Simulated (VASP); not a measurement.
# Al12Pt in VASP: further runs

Runs on Al12Pt. Level: PBE. Tasks: single point, relaxation of the atoms.

Program: VASP 6.6.1. These are calculated values, not measurements. Logs are shortened: lines on timing, memory, paths and dates and some standing lists are left out, and cuts for length are marked.

### 1 The cell of the first run

The cell holds a slab with vacuum, 13 atoms: a = 5.714 Å, b = 5.714 Å, c = 20.101 Å, α = 90.00°, β = 90.00°, γ = 120.00°.

### 2 Single point, PBE

File INCAR:

```
SYSTEM = Al12Pt
PREC = Accurate ; ENCUT = 520
EDIFF = 1E-7 ; ISMEAR = 0
SIGMA = 0.1 ; LREAL = .False.
LASPH = .True. ; NELM = 100
ALGO = Normal ; ISIF = 2
LWAVE = .False. ; LCHARG = .False.
LDIPOL = .True. ; IDIPOL = 3
DIPOL = 0.5 0.5 0.331 ; GGA = PE
NBANDS = 35
```

File KPOINTS:

```
Automatic mesh
0
Gamma
  6 6 1
  0 0 0
```

File POSCAR:

```
Al12Pt
1.0
    5.7135165837      0.0000000000      0.0000000000
   -2.8567582918      4.9480505064      0.0000000000
    0.0000000000      0.0000000000     20.1013782055
Al Pt
12 1
Direct
    0.3333333333      0.1666666667      0.1989913308
    0.3333333333      0.6666666667      0.1989913308
    0.8333333333      0.1666666667      0.1989913308
    0.8333333333      0.6666666667      0.1989913308
    0.1666666667      0.3333333333      0.3134471548
    0.1666666667      0.8333333333      0.3134471548
    0.6666666667      0.3333333333      0.3134471548
    0.6666666667      0.8333333333      0.3134471548
    0.0000000000      0.0000000000      0.4278999240
    0.0000000000      0.5000000000      0.4278999240
    0.5000000000      0.0000000000      0.4278999240
    0.5000000000      0.5000000000      0.4278999240
    0.0000000000      0.0000000000      0.5375118007
```

Potentials or basis: VASP PAW PBE potentials, release 64 (Al, Pt).

On the command line:

```sh
cat potpaw_PBE.64/Al/POTCAR potpaw_PBE.64/Pt/POTCAR > POTCAR
mpirun -np 1 vasp_std > vasp.out
```

OUTCAR:

```text
SYSTEM = Al12Pt
   PREC = Accurate
   ENCUT = 520
   EDIFF = 1E-7
   ISMEAR = 0
   LREAL = .False.
   LASPH = .True.
   NELM = 100
   ISIF = 2
   GGA = PE

 ion  position               nearest neighbor table
   1  0.333  0.167  0.199-   5 2.83   6 2.83   7 2.83   2 2.86   2 2.86   3 2.86   3 2.86   4 2.86
                             4 2.86
   2  0.333  0.667  0.199-   6 2.83   5 2.83   8 2.83   1 2.86   1 2.86   4 2.86   4 2.86   3 2.86
                             3 2.86
   3  0.833  0.167  0.199-   7 2.83   8 2.83   5 2.83   4 2.86   4 2.86   1 2.86   1 2.86   2 2.86
                             2 2.86
   4  0.833  0.667  0.199-   8 2.83   7 2.83   6 2.83   3 2.86   3 2.86   2 2.86   2 2.86   1 2.86
                             1 2.86
   5  0.167  0.333  0.313-   9 2.83  12 2.83  10 2.83   1 2.83   2 2.83   3 2.83   6 2.86   6 2.86
                             7 2.86   7 2.86   8 2.86   8 2.86
   6  0.167  0.833  0.313-  10 2.83  11 2.83   9 2.83   2 2.83   1 2.83   4 2.83   5 2.86   5 2.86
                             8 2.86   8 2.86   7 2.86   7 2.86
   7  0.667  0.333  0.313-  11 2.83  10 2.83  12 2.83   3 2.83   4 2.83   1 2.83   8 2.86   8 2.86
                             5 2.86   5 2.86   6 2.86   6 2.86
   8  0.667  0.833  0.313-  12 2.83   9 2.83  11 2.83   4 2.83   3 2.83   2 2.83   7 2.86   7 2.86
                             6 2.86   6 2.86   5 2.86   5 2.86
   9  0.000  0.000  0.428-  13 2.20   5 2.83   8 2.83   6 2.83  10 2.86  10 2.86  11 2.86  11 2.86
                            12 2.86  12 2.86
  10  0.000  0.500  0.428-   6 2.83   7 2.83   5 2.83   9 2.86   9 2.86  12 2.86  12 2.86  11 2.86
                            11 2.86
  11  0.500  0.000  0.428-   7 2.83   6 2.83   8 2.83  12 2.86  12 2.86   9 2.86   9 2.86  10 2.86
                            10 2.86
  12  0.500  0.500  0.428-   8 2.83   5 2.83   7 2.83  11 2.86  11 2.86  10 2.86  10 2.86   9 2.86
                             9 2.86
  13  0.000  0.000  0.538-   9 2.20

  LATTYP: Found a hexagonal cell.
 ALAT       =     5.7135165837
 C/A-ratio  =     3.5182147301

  Lattice vectors:

 A1 = (   5.7135165837,   0.0000000000,   0.0000000000)
 A2 = (  -2.8567582918,   4.9480505064,   0.0000000000)
 A3 = (   0.0000000000,   0.0000000000,  20.1013782055)

Analysis of symmetry for initial positions (statically):
=====================================================================
 Subroutine PRICEL returns:
 Original cell was already a primitive cell.

 Routine SETGRP: Setting up the symmetry group for a
 hexagonal supercell.

 Subroutine GETGRP returns: Found  6 space group operations
 (whereof  6 operations were pure point group operations)
 out of a pool of 24 trial point group operations.

The static configuration has the point symmetry C_3v.

Analysis of symmetry for dynamics (positions and initial velocities):
=====================================================================
 Subroutine PRICEL returns:
 Original cell was already a primitive cell.

 Routine SETGRP: Setting up the symmetry group for a
 hexagonal supercell.

 Subroutine GETGRP returns: Found  6 space group operations
 (whereof  6 operations were pure point group operations)
 out of a pool of 24 trial point group operations.

The dynamic configuration has the point symmetry C_3v.

 Subroutine INISYM returns: Found  6 space group operations
 (whereof  6 operations are pure point group operations),
 and found     1 'primitive' translations

----------------------------------------------------------------------------------------

                                     Primitive cell

  volume of cell :     568.2814

  direct lattice vectors                    reciprocal lattice vectors
     5.713516584  0.000000000  0.000000000     0.175023558  0.101049898  0.000000000
    -2.856758292  4.948050506  0.000000000     0.000000000  0.202099796  0.000000000
     0.000000000  0.000000000 20.101378206     0.000000000  0.000000000  0.049747833

  length of vectors
[... 50 lines left out ...]

 Free energy of the ion-electron system (eV)
  ---------------------------------------------------
  ext. energy  EPLUGINS =         0.00000000
  ---------------------------------------------------
  free energy    TOTEN  =       -46.54465971 eV

  energy without entropy =      -46.53056716  energy(sigma->0) =      -46.53761343

 E-fermi :   0.3140     XC(G=0):  -4.9496

 val. band max:        0.2839855159   @ k =   0.0000   0.0000   0.0000
 cond. band min:       0.5081088968   @ k =   0.0000   0.0000   0.0000
 fundamental gap:      0.2241233810
 Fermi energy:         0.3139592828

 k-point     1 :       0.0000    0.0000    0.0000
  band No.  band energies     occupation
      1     -10.2449      2.00000
      2      -8.5534      2.00000
      3      -5.9458      2.00000
      4      -4.4439      2.00000
      5      -4.3805      2.00000
      6      -4.3805      2.00000
[... 27 lines left out ...]
     34       3.1552      0.00000
     35       3.1804      0.00000

 k-point     2 :       0.1667    0.0000    0.0000
  band No.  band energies     occupation
      1     -10.0777      2.00000
      2      -8.3884      2.00000
      3      -6.1315      2.00000
      4      -5.7849      2.00000
      5      -5.1641      2.00000
      6      -5.1572      2.00000
[... 27 lines left out ...]
     34       4.0528      0.00000
     35       4.0739      0.00000
[... 150 lines left out ...]
     34       3.3871      0.00000
     35       3.8020      0.00000

 k-point     7 :       0.3333    0.3333    0.0000
  band No.  band energies     occupation
      1      -8.2865      2.00000
      2      -8.2373      2.00000
      3      -8.2332      2.00000
      4      -6.6766      2.00000
      5      -6.5444      2.00000
      6      -6.5438      2.00000
[... 27 lines left out ...]
     34       3.6327      0.00000
     35       3.6628      0.00000

------------------------ aborting loop because EDIFF is reached ----------------------------------------

 vacuum level on the upper side and lower side of the slab       (xc-potential included)         0.145        -0.450

  FORCE on cell =-STRESS in cart. coord.  units (eV):
  Direction    XX          YY          ZZ          XY          YZ          ZX
  --------------------------------------------------------------------------------------
  -------------------------------------------------------------------------------------
  Total       -3.8038373     -3.8038373      0.3974048     -0.0000000     -0.0000000      0.0000000
  in kB      -10.7243026    -10.7243026      1.1204184     -0.0000000     -0.0000000      0.0000000
  external PRESSURE =      -6.7760622 kB  Pullay stress =       0.0000000 kB

 VOLUME and BASIS-vectors are now :
 -----------------------------------------------------------------------------
  energy-cutoff  :      520.00
  volume of cell :      568.28
      direct lattice vectors                 reciprocal lattice vectors
     5.713516584  0.000000000  0.000000000     0.175023558  0.101049898  0.000000000
    -2.856758292  4.948050506  0.000000000     0.000000000  0.202099796  0.000000000
     0.000000000  0.000000000 20.101378206     0.000000000  0.000000000  0.049747833

 POSITION                                       TOTAL-FORCE (eV/Angst)
 -----------------------------------------------------------------------------------
      1.42838      0.82468      4.00000         0.143240      0.082700     -0.037580
     -0.00000      3.29870      4.00000        -0.000000      0.000000     -0.104224
      4.28514      0.82468      4.00000        -0.143240      0.082700     -0.037580
      2.85676      3.29870      4.00000        -0.000000     -0.165400     -0.037580
      0.00000      1.64935      6.30072         0.000000      0.094672      0.093980
     -1.42838      4.12338      6.30072         0.081988     -0.047336      0.093980
      2.85676      1.64935      6.30072        -0.000000      0.000000     -0.021611
      1.42838      4.12338      6.30072        -0.081988     -0.047336      0.093980
      0.00000      0.00000      8.60138        -0.000000      0.000000     -1.058803
     -1.42838      2.47403      8.60138         0.048555      0.028033      0.335383
      2.85676      0.00000      8.60138        -0.000000     -0.056066      0.335383
      1.42838      2.47403      8.60138        -0.048555      0.028033      0.335383
      0.00000      0.00000     10.80473        -0.000000     -0.000000      0.009286
 -----------------------------------------------------------------------------------
    total drift:                               -0.000000      0.000000      0.000217

  FREE ENERGIE OF THE ION-ELECTRON SYSTEM (eV)
  ---------------------------------------------------
  free  energy   TOTEN  =       -46.5446597054 eV

  energy  without entropy=      -46.5305671565  energy(sigma->0) =      -46.53761343

 vacuum level on the upper side and lower side of the slab         4.875         4.261
```

Wall time 3 min (1 thread of Intel Xeon 6975P-C (Granite Rapids), shared host); peak memory 0.6 GiB.

Results:

| Item | Value |
| --- | --- |
| Free energy | -46.5447 eV |
| Largest force | 1.059 eV/Å |
| Band gap on the k mesh | zero (bands 23 and 24 overlap by 0.79 eV) |

Forces in eV/Å, atoms in the order of the input:
```
Al   0.143  0.083 -0.038
Al   0.000  0.000 -0.104
Al  -0.143  0.083 -0.038
Al   0.000 -0.165 -0.038
Al   0.000  0.095  0.094
Al   0.082 -0.047  0.094
Al   0.000  0.000 -0.022
Al  -0.082 -0.047  0.094
Al   0.000  0.000 -1.059
Al   0.049  0.028  0.335
Al   0.000 -0.056  0.335
Al  -0.049  0.028  0.335
Pt   0.000  0.000  0.009
```

Levels at points of the mesh, in eV from the Fermi level:
| k point | band 19 | band 20 | band 21 | band 22 | band 23 | band 24 | band 25 | band 26 | band 27 | band 28 |
| --- | --- | --- | --- | --- | --- | --- | --- | --- | --- | --- |
| (0.00, 0.00, 0.00) | -1.58 | -1.19 | -1.19 | -0.72 | -0.17 | -0.03 | -0.03 | 0.19 | 0.19 | 0.38 |
| (0.50, 0.00, 0.00) | -0.90 | -0.44 | -0.40 | -0.13 | -0.13 | 0.30 | 1.02 | 1.12 | 1.44 | 1.56 |

Caveat: spin-orbit coupling is left out, which moves the levels of the heavy elements.

### 3 Single point, PBE

File INCAR:

```
PREC     = Accurate       # precision mode
ENCUT    = 520            # plane-wave cutoff, eV
EDIFF    = 1E-7           # SCF threshold, eV
ISMEAR   = 0              # smearing method
SIGMA    = 0.1            # smearing width, eV
LREAL    = False          # projectors in reciprocal space
LASPH    = True           # aspherical terms in the spheres
NELM     = 100            # most SCF steps
ALGO     = Normal         # electronic algorithm
ISIF     = 2              # what is computed and relaxed
LWAVE    = False          # write WAVECAR
LCHARG   = False          # write CHGCAR
LDIPOL   = True         
IDIPOL   = 3            
DIPOL    = 0.5 0.5 0.329
GGA      = PE             # functional
NBANDS   = 35             # bands
```

File KPOINTS:

```
regular mesh
0
Gamma
  6 6 1
```

POSCAR: that of step 2 with these lines changed.

```diff
@@ -20,2 +20,2 @@
     0.5000000000      0.5000000000      0.4278999240
-    0.0000000000      0.0000000000      0.5375118007
+    0.1666666667      0.3333333333      0.5130843368
```

Potentials or basis: VASP PAW PBE potentials, release 64 (Al, Pt).

On the command line:

```sh
cat potpaw_PBE.64/Al/POTCAR potpaw_PBE.64/Pt/POTCAR > POTCAR
mpirun -np 1 vasp_std > vasp.out
```

Wall time 3 min (1 thread of Intel Xeon 6975P-C (Granite Rapids), shared host); peak memory 0.63 GiB.

Results (log left out):

| Property | Result |
| --- | --- |
| Free energy | -48.5551 eV |
| Largest force | 0.639 eV/Å |
| Band gap on the k mesh | zero (bands 23 and 24 overlap by 0.76 eV) |

Forces in eV/Å, atoms in the order of the input:
```
Al   0.090 -0.052 -0.018
Al   0.000  0.104 -0.018
Al  -0.090 -0.052 -0.018
Al   0.000  0.000 -0.104
Al   0.000  0.000  0.124
Al   0.024  0.014  0.039
Al   0.000 -0.027  0.039
Al  -0.024  0.014  0.039
Al   0.000 -0.639  0.018
Al  -0.553  0.320  0.018
Al   0.000  0.000 -0.137
Al   0.553  0.320  0.018
Pt   0.000  0.000  0.001
```

Levels at points of the mesh, in eV from the Fermi level:
| k point | band 19 | band 20 | band 21 | band 22 | band 23 | band 24 | band 25 | band 26 | band 27 | band 28 |
| --- | --- | --- | --- | --- | --- | --- | --- | --- | --- | --- |
| (0.00, 0.00, 0.00) | -2.25 | -2.05 | -2.05 | -0.95 | -0.38 | -0.05 | -0.05 | 0.15 | 0.15 | 0.39 |
| (0.50, 0.00, 0.00) | -1.36 | -0.48 | -0.46 | -0.17 | -0.09 | 0.43 | 1.04 | 1.06 | 1.23 | 1.49 |

Caveat: spin-orbit coupling is left out, which moves the levels of the heavy elements.

### 4 Single point, PBE

File INCAR:

```
SYSTEM = Al12Pt
PREC = Accurate
ENCUT = 520
EDIFF = 1E-6
ISMEAR = 0
SIGMA = 0.1
LREAL = .FALSE.
LASPH = .TRUE.
NELM = 80
ALGO = Normal
ISIF = 2
LWAVE = .FALSE.
LCHARG = .FALSE.
LDIPOL = .TRUE.
IDIPOL = 3
DIPOL = 0.5 0.5 0.329
GGA = PE
NBANDS = 35
```

File KPOINTS:

```
Automatic mesh
0
G
  6 6 1
  0 0 0
```

POSCAR: that of step 3 with these lines changed.

```diff
@@ -20,2 +20,2 @@
     0.5000000000      0.5000000000      0.4278999240
-    0.1666666667      0.3333333333      0.5130843368
+    0.3333333333      0.1666666667      0.5132387976
```

On the command line:

```sh
cat potpaw_PBE.64/Al/POTCAR potpaw_PBE.64/Pt/POTCAR > POTCAR
mpirun -np 1 vasp_std > vasp.out
```

It took 2.8 min on 1 thread of Intel Xeon 6975P-C (Granite Rapids), shared host; peak memory 0.63 GiB.

Results (log left out):

```yaml
Free_energy: -48.5923 eV
Largest_force: 0.687 eV/Å
Band_gap_on_the_k_mesh: zero (bands 23 and 24 overlap by 0.81 eV)
```

Forces in eV/Å, atoms in the order of the input:
```
Al   0.000  0.000  0.058
Al  -0.011 -0.006 -0.090
Al   0.000  0.013 -0.090
Al   0.011 -0.006 -0.090
Al  -0.055  0.032  0.090
Al   0.000 -0.063  0.090
Al   0.055  0.032  0.090
Al   0.000  0.000 -0.067
Al  -0.593 -0.343  0.048
Al   0.000  0.000 -0.143
Al   0.593 -0.343  0.048
Al   0.000  0.685  0.048
Pt   0.000  0.000  0.010
```

Levels at points of the mesh, in eV from the Fermi level:
```csv
k point,band 19,band 20,band 21,band 22,band 23,band 24,band 25,band 26,band 27,band 28
"(0.00, 0.00, 0.00)",-2.18,-2.18,-2.04,-0.95,-0.15,-0.07,-0.07,0.21,0.21,0.29
"(0.50, 0.00, 0.00)",-1.39,-0.48,-0.45,-0.19,-0.16,0.49,1.04,1.16,1.30,1.54
```

Caveat: spin-orbit coupling is left out, which moves the levels of the heavy elements.

### 5 Relaxation of the atoms, PBE

File INCAR:

```
PREC = Accurate
ENCUT = 520
EDIFF = 1E-7
ISMEAR = 0
SIGMA = 0.1
LREAL = F
LASPH = T
NELM = 60
ALGO = Normal
ISIF = 2
LWAVE = F
LCHARG = F
LDIPOL = T
IDIPOL = 3
DIPOL = 0.5 0.5 0.332
GGA = PE
IBRION = 2
NSW = 36
EDIFFG = -0.025
```

File KPOINTS:

```
Automatic mesh
0
Gamma
  6 6 1
```

File POSCAR:

```
Al12Pt
1.0
    5.7135165837      0.0000000000      0.0000000000
   -2.8567582918      4.9480505064      0.0000000000
    0.0000000000      0.0000000000     20.1013782055
Al Pt
12 1
Selective dynamics
Direct
    0.3333333333      0.1666666667      0.1989913308  F F F
    0.3333333333      0.6666666667      0.1989913308  F F F
    0.8333333333      0.1666666667      0.1989913308  F F F
    0.8333333333      0.6666666667      0.1989913308  F F F
    0.1666666667      0.3333333333      0.3134471548  F F F
    0.1666666667      0.8333333333      0.3134471548  F F F
    0.6666666667      0.3333333333      0.3134471548  F F F
    0.6666666667      0.8333333333      0.3134471548  F F F
    0.0000000000      0.0000000000      0.4278999240  F F F
    0.0000000000      0.5000000000      0.4278999240  F F F
    0.5000000000      0.0000000000      0.4278999240  F F F
    0.5000000000      0.5000000000      0.4278999240  F F F
    0.0000000000      0.0000000000      0.5562493323  F F T
```

On the command line:

```sh
cat potpaw_PBE.64/Al/POTCAR potpaw_PBE.64/Pt/POTCAR > POTCAR
mpirun -np 1 vasp_std > vasp.out
```

Wall time 20 min (1 thread of Intel Xeon Platinum 8488C (Sapphire Rapids), shared host); peak memory 0.68 GiB.

The run converged. Its results:

| Item | Value |
| --- | --- |
| Free energy | -46.5447 eV |
| Energy gained by relaxing | 54.3 meV/atom |
| Ionic steps | 8 |
| Band gap on the k mesh | zero (bands 23 and 24 overlap by 0.79 eV) |

The path:
| step | energy change (eV) | largest force on free atoms (eV/Å) | pressure (GPa) |
| --- | --- | --- | --- |
| 1 | 0.0000 | 2.8644 | -1.36 |
| 2 | -0.3686 | 2.3927 | -1.22 |
| 3 | -0.3776 | 4.1868 | 0.12 |
| 4 | -0.6502 | 1.1915 | -0.93 |
| 5 | -0.6981 | 0.5092 | -0.58 |
| 6 | -0.7052 | 0.0903 | -0.70 |
| 7 | -0.7054 | 0.0300 | -0.67 |
| 8 | -0.7054 | 0.0016 | -0.68 |

Final structure:
```xyz
13
Lattice="5.7135 0.0000 0.0000 -2.8568 4.9481 0.0000 0.0000 0.0000 20.1014" Properties=species:S:1:pos:R:3 pbc="T T T"
Al    1.4284    0.8247    4.0000
Al    0.0000    3.2987    4.0000
Al    4.2851    0.8247    4.0000
Al    2.8568    3.2987    4.0000
Al    0.0000    1.6494    6.3007
Al   -1.4284    4.1234    6.3007
Al    2.8568    1.6494    6.3007
Al    1.4284    4.1234    6.3007
Al    0.0000    0.0000    8.6014
Al   -1.4284    2.4740    8.6014
Al    2.8568    0.0000    8.6014
Al    1.4284    2.4740    8.6014
Pt    0.0000    0.0000   10.8054
```

Levels at points of the mesh, in eV from the Fermi level:
```
           k point  band 20  band 21  band 22  band 23  band 24  band 25  band 26  band 27
(0.00, 0.00, 0.00)    -1.19    -1.19    -0.72    -0.17    -0.03    -0.03     0.19     0.19
(0.50, 0.00, 0.00)    -0.44    -0.40    -0.13    -0.13     0.30     1.02     1.12     1.44
```

Caveat: spin-orbit coupling is left out, which moves the levels of the heavy elements.

### 6 Overview

```csv
task,cell,atoms held fixed (from 0),atoms held along some axes (from 0),gap on the mesh (eV),largest force (eV/Å)
single point,"a = 5.714, b = 5.714, c = 20.101 Å, angles 90.0, 90.0, 120.0°, 13 atoms, atomic positions A",-,-,none,1.06
single point,"a = 5.714, b = 5.714, c = 20.101 Å, angles 90.0, 90.0, 120.0°, 13 atoms, atomic positions B",-,-,none,0.64
single point,"a = 5.714, b = 5.714, c = 20.101 Å, angles 90.0, 90.0, 120.0°, 13 atoms, atomic positions C",-,-,none,0.69
relaxation of the atoms,"atoms relaxed from a = 5.714, b = 5.714, c = 20.101 Å, angles 90.0, 90.0, 120.0°, 13 atoms, atomic positions D","[0, 1, 2, 3, 4, 5, 6, 7, 8, 9, 10, 11]",atom 12 along a and b,none,-
```

Alike in all rows: level PBE; potentials or basis VASP PAW PBE potentials, release 64 (Al, Pt); no spin polarisation; k mesh 6 × 6 × 1; cutoff (eV) 520; smearing gaussian 0.1 eV.

Caveats: spin-orbit coupling is left out, which moves the levels of the heavy elements.

Total energies depend on the potentials used, so only differences within one code and one set of settings carry meaning.

The gap in the log of VASP goes by the Fermi energy; the results here count the filled bands.